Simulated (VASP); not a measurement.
# LiH (Pm-3m) in VASP: notebook

LiH is run at these levels: HSE06, PBE0; tasks: single point.

All numbers are computed with VASP 6.6.1; they aren't measurements. Logs are shortened: lines on timing, memory, paths and dates and some standing lists are left out, and cuts for length are marked.

### Step 1. The cell of the first run

The structure is cubic, space group Pm-3m (No. 221). Conventional cell: a = 2.502 Å, b = 2.502 Å, c = 2.502 Å, α = 90.00°, β = 90.00°, γ = 90.00°. Li (site symmetry m-3m) has 8 H at 2.17 Å and 6 Li at 2.50 Å within 2.9 Å. H (site symmetry m-3m) has 8 Li at 2.17 Å and 6 H at 2.50 Å within 2.9 Å.

### Step 2. Single point, HSE06

File POSCAR:

```
LiH
1.0
    2.5016587118      0.0000000000      0.0000000000
    0.0000000000      2.5016587118      0.0000000000
    0.0000000000      0.0000000000      2.5016587118
Li H
1 1
Direct
    0.0000000000      0.0000000000      0.0000000000
    0.5000000000      0.5000000000      0.5000000000
```

File INCAR.step1:

```
  PREC = Accurate
  ENCUT = 520
  EDIFF = 1E-5
  ISMEAR = 0
  SIGMA = 0.01
  LREAL = False
  LASPH = True
  NELM = 80
  ALGO = Normal
  ISIF = 2
  LWAVE = True
  LCHARG = False
  GGA = PE
  NBANDS = 9
```

File INCAR.step2:

```
  PREC = Accurate
  ENCUT = 520
  EDIFF = 1E-6
  ISMEAR = 0
  SIGMA = 0.01
  LREAL = False
  LASPH = True
  NELM = 80
  ALGO = Normal
  ISIF = 2
  LWAVE = False
  LCHARG = False
  GGA = PE
  LHFCALC = True
  HFSCREEN = 0.2079
  PRECFOCK = Normal
  ISTART = 1
  NBANDS = 9
```

File KPOINTS:

```
Automatic mesh
0
Gamma
  8 8 8
```

Potentials or basis: VASP PAW PBE potentials, release 64 (Li_sv, H).

Run with:

```
cat potpaw_PBE.64/Li_sv/POTCAR potpaw_PBE.64/H/POTCAR > POTCAR
cp INCAR.step1 INCAR
mpirun -np 1 vasp_std > vasp.out
cp INCAR.step2 INCAR
mpirun -np 1 vasp_std > vasp.out
```

OUTCAR:

```text
PREC = Accurate
   ENCUT = 520
   EDIFF = 1E-6
   ISMEAR = 0
   LREAL = False
   LASPH = True
   NELM = 80
   ISIF = 2
   GGA = PE
   LHFCALC = True
   HFSCREEN = 0.2079
   PRECFOCK = Normal
   ISTART = 1

 ion  position               nearest neighbor table
   1  0.000  0.000  0.000-
   2  0.500  0.500  0.500-

  LATTYP: Found a simple cubic cell.
 ALAT       =     2.5016587118

  Lattice vectors:

 A1 = (   2.5016587118,   0.0000000000,   0.0000000000)
 A2 = (   0.0000000000,   2.5016587118,   0.0000000000)
 A3 = (   0.0000000000,   0.0000000000,   2.5016587118)

Analysis of symmetry for initial positions (statically):
=====================================================================
 Subroutine PRICEL returns:
 Original cell was already a primitive cell.

 Routine SETGRP: Setting up the symmetry group for a
 simple cubic supercell.

 Subroutine GETGRP returns: Found 48 space group operations
 (whereof 48 operations were pure point group operations)
 out of a pool of 48 trial point group operations.

The static configuration has the point symmetry O_h .

Analysis of symmetry for dynamics (positions and initial velocities):
=====================================================================
 Subroutine PRICEL returns:
 Original cell was already a primitive cell.

 Routine SETGRP: Setting up the symmetry group for a
 simple cubic supercell.

 Subroutine GETGRP returns: Found 48 space group operations
 (whereof 48 operations were pure point group operations)
 out of a pool of 48 trial point group operations.

The dynamic configuration has the point symmetry O_h .

 Subroutine INISYM returns: Found 48 space group operations
 (whereof 48 operations are pure point group operations),
 and found     1 'primitive' translations

----------------------------------------------------------------------------------------

                                     Primitive cell

  volume of cell :      15.6561

  direct lattice vectors                    reciprocal lattice vectors
     2.501658712  0.000000000  0.000000000     0.399734782  0.000000000  0.000000000
     0.000000000  2.501658712  0.000000000     0.000000000  0.399734782  0.000000000
     0.000000000  0.000000000  2.501658712     0.000000000  0.000000000  0.399734782

  length of vectors
     2.501658712  2.501658712  2.501658712     0.399734782  0.399734782  0.399734782

  position of ions in fractional coordinates (direct lattice)
     0.000000000  0.000000000  0.000000000
     0.500000000  0.500000000  0.500000000

  ion indices of the primitive-cell ions
   primitive index   ion index
                 1           1
                 2           2

----------------------------------------------------------------------------------------

 KPOINTS: Automatic mesh

Automatic generation of k-mesh.
 Grid dimensions read from file:
 generate k-points for:    8    8    8

 Generating k-lattice:

  Cartesian coordinates                     Fractional coordinates (reciprocal lattice)
     0.049966848  0.000000000  0.000000000     0.125000000  0.000000000  0.000000000
     0.000000000  0.049966848  0.000000000     0.000000000  0.125000000  0.000000000
     0.000000000  0.000000000  0.049966848     0.000000000  0.000000000  0.125000000

  Length of vectors
     0.049966848  0.049966848  0.049966848

  Shift w.r.t. Gamma in fractional coordinates (k-lattice)
     0.000000000  0.000000000  0.000000000

 Subroutine IBZKPT returns following result:
 ===========================================

 Found     35 irreducible k-points:

 Following reciprocal coordinates:
            Coordinates               Weight
  0.000000  0.000000  0.000000      1.000000
  0.125000  0.000000  0.000000      6.000000
  0.250000  0.000000  0.000000      6.000000
  0.375000  0.000000  0.000000      6.000000
  0.500000  0.000000  0.000000      3.000000
  0.125000  0.125000  0.000000     12.000000
[... 16 lines left out ...]
  0.375000  0.375000  0.125000     24.000000
  0.500000  0.375000  0.125000     24.000000
 [... further k-points ...]
   k-points           NKPTS =     35   k-points in BZ     NKDIM =    512   number of bands    NBANDS=      9
   number of dos      NEDOS =    301   number of ions     NIONS =      2
   total plane-waves  NPLWV =   8000
   dimension x,y,z NGX =    20 NGY =   20 NGZ =   20
   dimension x,y,z NGXF=    40 NGYF=   40 NGZF=   40
   ions per type =               1   1
   NGX,Y,Z   is equivalent  to a cutoff of  13.29, 13.29, 13.29 a.u.
   NGXF,Y,Z  is equivalent  to a cutoff of  26.58, 26.58, 26.58 a.u.
 SYSTEM =  unknown system
   PREC   = accura    normal or accurate (medium, high low for compatibility)
   ISTART =      1    job   : 0-new  1-cont  2-samecut
   ICHARG =      0    charge: 1-file 2-atom 10-const
   ISPIN  =      1    spin polarized calculation?
   LNONCOLLINEAR =      F non collinear calculations
   LSORBIT =      F    spin-orbit coupling
   LASPH  =      T    aspherical Exc in radial PAW
   ENCUT  =  520.0 eV  38.22 Ry    6.18 a.u.   4.65  4.65  4.65*2*pi/ulx,y,z
   NELM   =     80;   NELMIN=  2; NELMDL=  0     # of ELM steps
   EDIFF  = 0.1E-05   stopping-criterion for ELM
   LREAL  =      F    real-space projection
   EDIFFG = 0.1E-04   stopping-criterion for IOM
   NSW    =      0    number of steps for IOM
   IBRION =     -1    ionic relax: 0-MD 1-quasi-New 2-CG
   NFREE  =      0    steps in history (QN), initial steepest desc. (CG)
   ISIF   =      2    stress and relaxation
   ISYM   =      3    0-nonsym 1-usesym 2-fastsym
   POTIM  = 0.5000    time-step for ionic-motion
   TEBEG  =    0.0;   TEEND  =   0.0 temperature during run
   PSTRESS=    0.0 pullay stress
   NELECT =       4.0000    total number of electrons
   NUPDOWN=      -1.0000    fix difference up-down
   EMIN   =  10.00;   EMAX   =-10.00  energy-range for DOS
   EFERMI =   0.00;   METHOD = LEGACY
   ISMEAR =     0;   SIGMA  =   0.01  broadening in eV -4-tet -1-fermi 0-gaus
   EFERMI_NEDOS =   21; number of points for ismear=-14 and -15
   IALGO  =     38    algorithm
   IMIX   =      1    mixing-type and parameters
     AMIX     =   0.40;   BMIX     =  1.00
     AMIX_MAG =   1.60;   BMIX_MAG =  1.00
  volume/ion in A,a.u.               =       7.83        52.83
  Fermi-wavevector in a.u.,A,eV,Ry     =   1.038804  1.963054 14.682222  1.079113
  Thomas-Fermi vector in A             =   2.173305
   LORBIT       =      0    0 simple, 1 ext, 2 COOP (PROOUT), +10 PAW based schemes
   GGA     = PE    functional components
   LHFCALC =     T    Hartree Fock is set to
   PRECFOCK=normal    Normal, Fast or Accurate (Low or Medium for compatibility)
   ENCUT4O =  -1.0   cutoff for four orbital integrals eV
   NKREDX  =     1    reduce k-point grid by
   NKREDY  =     1    reduce k-point grid by
   NKREDZ  =     1    reduce k-point grid by
   AEXX    =    0.2500 exact exchange contribution
   HFSCREEN=    0.2079 screening length (either q_TF or 0.3 A-1)
   HFSCREENC=   0.2079 screening length for correlation (either q_TF or 0.3 A-1)
   ENCUTFOCK=  -1.0 apply spherical cutoff to Coloumb kernel
   IVDW    =     0    specifies the selected vdW correction
   LEPSILON=     F    determine dielectric tensor
   LRPA    =     F    only Hartree local field effects (RPA)
 non-spin polarized calculation
 Gauss-broadening in eV      SIGMA  =   0.01
  energy-cutoff  :      520.00
  volume of cell :       15.66
 maximum number of plane-waves:       441
 NGX is ok and might be reduce to    20
  NGX = 14; NGY = 14; NGZ = 14

 number of electron       4.0000011 magnetization

 Free energy of the ion-electron system (eV)
  ---------------------------------------------------
  ext. energy  EPLUGINS =         0.00000000
  ---------------------------------------------------
  free energy    TOTEN  =        -6.30161704 eV

  energy without entropy =       -6.30161704  energy(sigma->0) =       -6.30161704

 E-fermi :   3.3836     XC(G=0):  -7.2365

 val. band max:        3.1867268821   @ k =   0.5000   0.5000   0.5000
 cond. band min:       4.6161730546   @ k =   0.5000   0.0000   0.0000
 fundamental gap:      1.4294461725
 Fermi energy:         3.3835741022

 k-point     1 :       0.0000    0.0000    0.0000
  band No.  band energies     occupation
      1     -48.2764      2.00000
      2      -6.6110      2.00000
      3      16.3233      0.00000
      4      16.3233      0.00000
      5      16.3233      0.00000
      6      17.2935      0.00000
      7      19.3815      0.00000
      8      19.3815      0.00000
      9      36.3803      0.00000

 k-point     2 :       0.1250    0.0000    0.0000
  band No.  band energies     occupation
      1     -48.2681      2.00000
      2      -6.3414      2.00000
      3      12.6531      0.00000
      4      16.6812      0.00000
      5      16.6812      0.00000
      6      17.2801      0.00000
      7      19.7585      0.00000
      8      23.5372      0.00000
      9      34.0816      0.00000

 k-point     3 :       0.2500    0.0000    0.0000
  band No.  band energies     occupation
      1     -48.2476      2.00000
      2      -5.5863      2.00000
      3       8.7205      0.00000
      4      16.7488      0.00000
      5      17.7368      0.00000
      6      17.7368      0.00000
      7      20.8865      0.00000
      8      29.3404      0.00000
      9      29.9980      0.00000

 k-point     4 :       0.3750    0.0000    0.0000
  band No.  band energies     occupation
      1     -48.2270      2.00000
      2      -4.5937      2.00000
      3       5.7984      0.00000
      4      16.2206      0.00000
      5      19.3786      0.00000
      6      19.3786      0.00000
      7      22.7442      0.00000
      8      26.3178      0.00000
      9      26.3178      0.00000

 k-point     5 :       0.5000    0.0000    0.0000
  band No.  band energies     occupation
      1     -48.2183      2.00000
      2      -4.0552      2.00000
      3       4.6162      0.00000
      4      16.0058      0.00000
      5      20.6819      0.00000
      6      20.6819      0.00000
      7      24.3173      0.00000
      8      24.3173      0.00000
      9      24.7663      0.00000

 k-point     6 :       0.1250    0.1250    0.0000
  band No.  band energies     occupation
      1     -48.2598      2.00000
      2      -6.0633      2.00000
      3      12.3513      0.00000
      4      13.4891      0.00000
      5      17.0382      0.00000
      6      17.7171      0.00000
      7      22.7044      0.00000
      8      24.7703      0.00000
      9      31.6756      0.00000
[... 169 lines left out ...]
 k-point    21 :       0.3750    0.2500    0.1250
  band No.  band energies     occupation
      1     -48.1960      2.00000
      2      -2.9025      2.00000
      3       6.5179      0.00000
      4      10.6623      0.00000
      5      14.5854      0.00000
      6      20.0909      0.00000
      7      22.3684      0.00000
      8      27.2438      0.00000
      9      30.9524      0.00000

 k-point    22 :       0.5000    0.2500    0.1250
  band No.  band energies     occupation
      1     -48.1884      2.00000
      2      -2.2105      2.00000
      3       5.2457      0.00000
      4      10.9008      0.00000
      5      15.0550      0.00000
      6      19.1424      0.00000
      7      21.9011      0.00000
      8      28.7591      0.00000
      9      29.7215      0.00000

 k-point    23 :       0.3750    0.3750    0.1250
  band No.  band energies     occupation
      1     -48.1790      2.00000
      2      -1.4758      2.00000
      3       6.6624      0.00000
      4       7.8803      0.00000
      5      13.8570      0.00000
      6      19.9494      0.00000
      7      23.5225      0.00000
      8      25.0436      0.00000
      9      29.1667      0.00000

 k-point    24 :       0.5000    0.3750    0.1250
  band No.  band energies     occupation
      1     -48.1719      2.00000
      2      -0.5807      2.00000
      3       5.6771      0.00000
      4       7.6176      0.00000
      5      13.4649      0.00000
      6      20.4172      0.00000
      7      22.9565      0.00000
      8      26.2385      0.00000
      9      26.5995      0.00000

 [... further k-points ...]

------------------------ aborting loop because EDIFF is reached ----------------------------------------

  FORCE on cell =-STRESS in cart. coord.  units (eV):
  Direction    XX          YY          ZZ          XY          YZ          ZX
  --------------------------------------------------------------------------------------
  -------------------------------------------------------------------------------------
  Total       -0.0463904     -0.0463904     -0.0463904     -0.0000000      0.0000000      0.0000000
  in kB       -4.7473865     -4.7473865     -4.7473865     -0.0000000      0.0000000      0.0000000
  external PRESSURE =      -4.7473865 kB  Pullay stress =       0.0000000 kB

 VOLUME and BASIS-vectors are now :
 -----------------------------------------------------------------------------
  energy-cutoff  :      520.00
  volume of cell :       15.66
      direct lattice vectors                 reciprocal lattice vectors
     2.501658712  0.000000000  0.000000000     0.399734782  0.000000000  0.000000000
     0.000000000  2.501658712  0.000000000     0.000000000  0.399734782  0.000000000
     0.000000000  0.000000000  2.501658712     0.000000000  0.000000000  0.399734782

 POSITION                                       TOTAL-FORCE (eV/Angst)
 -----------------------------------------------------------------------------------
      0.00000      0.00000      0.00000         0.000000      0.000000      0.000000
      1.25083      1.25083      1.25083         0.000000      0.000000      0.000000
 -----------------------------------------------------------------------------------
    total drift:                               -0.000000     -0.000000     -0.000000

  FREE ENERGIE OF THE ION-ELECTRON SYSTEM (eV)
  ---------------------------------------------------
  free  energy   TOTEN  =        -6.3016170393 eV

  energy  without entropy=       -6.3016170393  energy(sigma->0) =       -6.30161704
```

It took 4.2 min on 1 thread of AMD EPYC 7R43 (Zen 3), shared host; peak memory 0.19 GiB.

What came out:

- Free energy: -6.3016 eV
- Band gap on the k mesh: 1.43 eV, indirect (least direct gap 5.26 eV)

Levels at points of the mesh, in eV from the valence-band top:
| k point | band 1 | band 2 | band 3 | band 4 | band 5 | band 6 |
| --- | --- | --- | --- | --- | --- | --- |
| (0.00, 0.00, 0.00) | -51.46 | -9.80 | 13.14 | 13.14 | 13.14 | 14.11 |
| (0.50, 0.00, 0.00) | -51.41 | -7.24 | 1.43 | 12.82 | 17.50 | 17.50 |
| (0.50, 0.50, 0.00) | -51.36 | -2.95 | 2.31 | 2.31 | 10.19 | 20.75 |
| (0.50, 0.50, 0.50) | -51.32 | 0.00 | 7.45 | 7.45 | 7.45 | 9.71 |

Caveat: the cutoff is under 1.25 times the usual one of these potentials, so pressure, stress and relaxed cells hold a basis-set (Pulay) error; the PAW data sets were made with another functional, which shifts forces and pressure a little.

### Step 3. Single point, PBE0

POSCAR is that of step 2.

File INCAR.step1:

```
PREC     = Accurate       # precision mode
ENCUT    = 520            # plane-wave cutoff, eV
EDIFF    = 1E-5           # SCF threshold, eV
ISMEAR   = 0              # smearing method
SIGMA    = 0.01           # smearing width, eV
LREAL    = False          # projectors in reciprocal space
LASPH    = True           # aspherical terms in the spheres
NELM     = 80             # most SCF steps
ALGO     = Normal         # electronic algorithm
ISIF     = 2              # what is computed and relaxed
LWAVE    = True           # write WAVECAR
LCHARG   = False          # write CHGCAR
NBANDS   = 9              # bands
GGA      = PE             # functional
```

File INCAR.step2:

```
PREC     = Accurate       # precision mode
ENCUT    = 520            # plane-wave cutoff, eV
EDIFF    = 1E-6           # SCF threshold, eV
ISMEAR   = 0              # smearing method
SIGMA    = 0.01           # smearing width, eV
LREAL    = False          # projectors in reciprocal space
LASPH    = True           # aspherical terms in the spheres
NELM     = 80             # most SCF steps
ALGO     = Normal         # electronic algorithm
ISIF     = 2              # what is computed and relaxed
LWAVE    = False          # write WAVECAR
LCHARG   = False          # write CHGCAR
GGA      = PE             # functional
LHFCALC  = True           # exact exchange
AEXX     = 0.25           # exact-exchange fraction
PRECFOCK = Normal       
NBANDS   = 9              # bands
ISTART   = 1
```

File KPOINTS:

```
regular mesh
0
Gamma
  8 8 8
```

Potentials or basis: VASP PAW PBE potentials, release 64 (Li_sv, H).

Run with:

```
cat potpaw_PBE.64/Li_sv/POTCAR potpaw_PBE.64/H/POTCAR > POTCAR
cp INCAR.step1 INCAR
mpirun -np 1 vasp_std > vasp.out
cp INCAR.step2 INCAR
mpirun -np 1 vasp_std > vasp.out
```

Wall time 5.6 min (1 thread of AMD EPYC 7R43 (Zen 3), shared host); peak memory 0.1 GiB.

Results (log left out):

```yaml
Free_energy: -6.6508 eV
Band_gap_on_the_k_mesh: 2.16 eV, indirect (least direct gap 5.98 eV)
```

Levels at points of the mesh, in eV from the valence-band top:
```csv
k point,band 1,band 2,band 3,band 4,band 5,band 6,band 7
"(0.00, 0.00, 0.00)",-51.53,-9.87,13.90,13.90,13.90,14.86,16.93
"(0.50, 0.00, 0.00)",-51.47,-7.29,2.16,13.57,18.26,18.26,21.91
"(0.50, 0.50, 0.00)",-51.42,-2.95,3.03,3.03,10.93,21.52,23.07
"(0.50, 0.50, 0.50)",-51.38,0.00,8.19,8.19,8.19,10.47,10.47
```

Caveat: the cutoff is under 1.25 times the usual one of these potentials, so pressure, stress and relaxed cells hold a basis-set (Pulay) error; the PAW data sets were made with another functional, which shifts forces and pressure a little.
